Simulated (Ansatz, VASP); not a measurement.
# Cu: VASP beside Ansatz

Contents of INCAR:

```
SYSTEM = Cu
ALGO = Fast
EDIFF = 1E-6
ENCUT = 520
GGA = CA
ISIF = 2
ISMEAR = -1
LASPH = .True.
LCHARG = .False.
LREAL = .False.
LWAVE = .False.
NBANDS = 18
NELM = 60
PREC = Accurate
SIGMA = 0.05
```

KPOINTS

```
k-points
0
Gamma
  11 11 11
  0 0 0
```

The input POSCAR:

```
Cu
1.0
    1.2102858349     -3.9496901055      0.0000000000
    1.2102858349      3.9496901055      0.0000000000
    0.0000000000      0.0000000000      2.4588809590
Cu
2
Direct
    0.8661333500      0.1338666500      0.7500000000
    0.1338666500      0.8661333500      0.2500000000
```

input.yaml

```yaml
crystal:
  lattice:
    - [1.2102858349, -3.9496901055, 0.0]
    - [1.2102858349, 3.9496901055, 0.0]
    - [0.0, 0.0, 2.458880959]
  atoms:
    - { symbol: Cu, position: [0.86613335, 0.13386665, 0.75] }
    - { symbol: Cu, position: [0.13386665, 0.86613335, 0.25] }
hamiltonian:
  xc: lda
  pseudopotentials: { kind: paw }
kpoints:
  mp_grid: { grid: [11, 11, 11] }
scf:
  occupations: { method: fermi_dirac, width: 0.05 }
output:
  forces: true
  stress: true
  eigenvalues: true
```

Alike in both runs: task single point; functional LDA; k mesh 11 × 11 × 11; occupations fermi-dirac, width 0.05 eV; no spin polarisation.

|  | VASP | Ansatz |
| --- | --- | --- |
| version | VASP 6.6.1 | Ansatz 0.2.0 |
| potentials or method | VASP PAW LDA potentials, release 64 (Cu) | Ansatz PAW |
| plane-wave cutoff (eV) | 520 | 420 |
| valence electrons in the cell | 22 | 38 |

Ansatz gave:

- gap on the k mesh at the Fermi level (eV): none
- pressure (GPa): -4.7
- traceless stress, the component that is largest in VASP (GPa): -0.82
- rms of the force components (eV/Å): 0.010

Q: What did VASP give for the same quantities?

A: gap on the k mesh at the Fermi level (eV): none; pressure (GPa): -3.9; traceless stress, the component that is largest in VASP (GPa): -0.75; rms of the force components (eV/Å): 0.007.

LDA's correlation is that of Perdew and Zunger in VASP and of Perdew and Wang (1992) in Ansatz. Atom by atom the forces differ by 0.003 eV/Å (rms over components). A gap of «none» marks a metal or a gap that the smearing closes. VASP's potentials hold 22 valence electrons a cell and Ansatz's 38, so a difference there can come from the potentials and not from the codes.
